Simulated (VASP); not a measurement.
Runs of VASP 6.6.1 on IrO2. Symmetry: P4_2/mnm, No. 136, tetragonal system. Conventional cell: a = 4.505 Å, b = 4.505 Å, c = 3.159 Å, α = 90.00°, β = 90.00°, γ = 90.00°. Ir (site symmetry mmm) has 6 O at 1.96 to 2.00 Å within 2.6 Å. Within 2.6 Å of O (site symmetry m2m) lie 3 Ir at 1.96 to 2.00 Å and 1 O at 2.45 Å. 

| k mesh | gap on the mesh (eV) | pressure (GPa) | largest force (eV/Å) |
| --- | --- | --- | --- |
| 2 × 2 × 3 | none | (a) | 0.04 |
| 6 × 6 × 9 | none | -2.1 | 0.13 |
| 3 × 3 × 4 | none | -2.2 | (b) |
| 5 × 5 × 7 | none | -2.0 | 0.13 |
| 4 × 4 × 6 | none | -2.1 | 0.18 |

Alike in all rows: task single point; level PBEsol; potentials or basis VASP PAW PBE potentials, release 64 (Ir, O); no spin polarisation; cell as given; cutoff (eV) 600; smearing methfessel-paxton 0.1 eV.

Fill in the values left out.

(a) -1.8; (b) 0.14.

Caveats: some runs use coarse meshes; the PAW data sets were made with another functional, which shifts forces and pressure a little; spin-orbit coupling is left out, which moves the levels of the heavy elements.

A k mesh can miss the band edges, and the runs leave out spin-orbit coupling on Ir.

A gap of «none» marks levels without a gap at the run's occupations.
